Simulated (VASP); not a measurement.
A run of VASP 6.6.1 is set up as follows.

The input INCAR:

```
ALGO = Normal ; EDIFF = 1E-6
ENCUT = 500 ; GGA = LIBXC
GGA_COMPAT = False ; ISIF = 2
ISMEAR = -1 ; LASPH = True
LCHARG = False ; LIBXC1 = GGA_X_B88
LIBXC2 = GGA_C_PBE ; LREAL = False
LWAVE = False ; NBANDS = 11
NELM = 120 ; PREC = Accurate
SIGMA = 0.05
```

KPOINTS

```
k-points
0
Gamma
  10 10 10
```

File POSCAR:

```
BP
1.0
    0.0000000000      2.2988586873      2.2988586873
    2.2988586873      0.0000000000      2.2988586873
    2.2988586873      2.2988586873      0.0000000000
P B
1 1
Direct
    0.7500000000      0.7500000000      0.7500000000
    0.0000000000      0.0000000000      0.0000000000
```

Potentials or basis: VASP PAW PBE potentials, release 64 (P, B).

Run with:

```console
$ cat potpaw_PBE.64/P/POTCAR potpaw_PBE.64/B/POTCAR > POTCAR
$ mpirun -np 1 vasp_std > vasp.out
```

(1) Predict the band gap on the k mesh.

(2) What does it give for the pressure?

Answers

(1) 1.30 eV (least direct gap 3.36 eV).

(2) -4.8 GPa.

Caveat: the cell stands under tension; the PAW data sets were made with another functional, which shifts forces and pressure a little.
